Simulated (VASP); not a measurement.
A run of VASP 6.6.1 is set up as follows.

INCAR

```
PREC     = Accurate       # precision mode
ENCUT    = 520            # plane-wave cutoff, eV
EDIFF    = 1E-7           # SCF threshold, eV
ISMEAR   = 0              # smearing method
SIGMA    = 0.05           # smearing width, eV
LREAL    = False          # projectors in reciprocal space
LASPH    = True           # aspherical terms in the spheres
NELM     = 100            # most SCF steps
ALGO     = Normal         # electronic algorithm
ISIF     = 2              # what is computed and relaxed
LWAVE    = False          # write WAVECAR
LCHARG   = False          # write CHGCAR
GGA      = PS             # functional
NBANDS   = 18             # bands
```

Contents of KPOINTS:

```
regular mesh
0
Gamma
  8 1 6
```

POSCAR

```
P
1.0
    3.2843671017      0.0000000000      0.0000000000
    0.0000000000     34.8747470704      0.0000000000
    0.0000000000      0.0000000000      4.4369100789
P
4
Direct
    0.1033414489      0.9794199165      0.5826201292
    0.0000000000      0.0303123764      0.4173798708
    0.5000000000      0.0303123764      0.0826201292
    0.5000000000      0.9696876236      0.9173798708
```

Potentials or basis: VASP PAW PBE potentials, release 64 (P).

Run with:

```bash
$ cat potpaw_PBE.64/P/POTCAR > POTCAR
$ mpirun -np 1 vasp_std > vasp.out
```

Problem. Estimate the band gap on the k mesh.

Solution. 0.63 eV (least direct gap 0.66 eV).

Problem. Estimate the largest force.

Solution. 5.909 eV/Å.

Forces on the atoms (eV/Å):
```
P   -2.881 -5.153 -0.242
P   -0.215  5.072 -1.223
P    0.355 -0.146  0.384
P    2.742  0.227  1.081
```

Caveat: the cell differs from its parent crystal (atom 1 (P) moved +0.480 Å along Cartesian [1 1 0]); there is no dipole correction, which matters where the two faces differ; the PAW data sets were made with another functional, which shifts forces and pressure a little.
